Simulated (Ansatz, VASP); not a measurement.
**CuO in VASP and in Ansatz**

Contents of INCAR:

```
ALGO = Normal
EDIFF = 1E-6
ENCUT = 700
GGA = RE
GGA_COMPAT = False
ISIF = 2
ISMEAR = -1
LASPH = True
LCHARG = False
LREAL = False
LWAVE = False
NBANDS = 33
NELM = 120
PREC = Accurate
SIGMA = 0.05
```

KPOINTS

```
k-points
0
Gamma
  5 5 4
```

The input POSCAR:

```
CuO
1.0
    3.1754955000      0.0000000000      0.0000000000
    0.0000000000      3.1754955000      0.0000000000
    0.0000000000      0.0000000000      4.6495318700
Cu O
2 2
Direct
    0.0000000000      0.0000000000      0.0000000000
    0.5000000000      0.5000000000      0.0000000000
    0.5000000000      0.0000000000      0.2670000000
    0.0000000000      0.5000000000      0.7330000000
```

input.yaml

```yaml
crystal:
  lattice:
    - [3.1754955, 0.0, 0.0]
    - [0.0, 3.1754955, 0.0]
    - [0.0, 0.0, 4.64953187]
  atoms:
    - { symbol: Cu, position: [0.0, 0.0, 0.0] }
    - { symbol: Cu, position: [0.5, 0.5, 0.0] }
    - { symbol: O, position: [0.5, 0.0, 0.267] }
    - { symbol: O, position: [0.0, 0.5, 0.733] }
hamiltonian:
  xc: revpbe
  pseudopotentials: { kind: paw }
kpoints:
  mp_grid: { grid: [5, 5, 4] }
  band_path:
    path:
      - [[0.0, 0.0, 0.0], [0.0, 0.5, 0.0], [0.5, 0.5, 0.0], [0.0, 0.0, 0.0], [0.0, 0.0, 0.5], [0.0, 0.5, 0.5], [0.5, 0.5, 0.5], [0.0, 0.0, 0.5]]
      - [[0.0, 0.5, 0.0], [0.0, 0.5, 0.5]]
      - [[0.5, 0.5, 0.0], [0.5, 0.5, 0.5]]
    npoints: 14
scf:
  occupations: { method: fermi_dirac, width: 0.05 }
  n_extra_bands: 10
output:
  forces: true
  stress: true
  eigenvalues: true
  fatbands: true
```

Alike in both runs: functional revPBE; k mesh 5 × 5 × 4; occupations fermi-dirac, width 0.05 eV; no spin polarisation.

```csv
,VASP,Ansatz
version,VASP 6.6.1,Ansatz 0.2.0
potentials or method,"VASP PAW PBE potentials, release 64 (Cu_sv_GW, O)",Ansatz PAW
plane-wave cutoff (eV),700,420
valence electrons in the cell,50,50
task,single point,band structure
```

|  | VASP | Ansatz | Ansatz less VASP |
| --- | --- | --- | --- |
| gap on the k mesh at the Fermi level (eV) | none | none | - |
| pressure (GPa) | 17.9 | 20.3 | +2.39 |
| traceless stress, the component that is largest in VASP (GPa) | -25.46 | -25.37 | +0.099 |
| rms of the force components (eV/Å) | 0.291 | 0.302 | +0.0112 |

VASP's potentials were made for PBE, not for revPBE. Atom by atom the forces differ by 0.011 eV/Å (rms over components). A gap of «none» marks a metal or a gap that the smearing closes.

The k mesh is coarse, so the values compare programs but aren't converged.
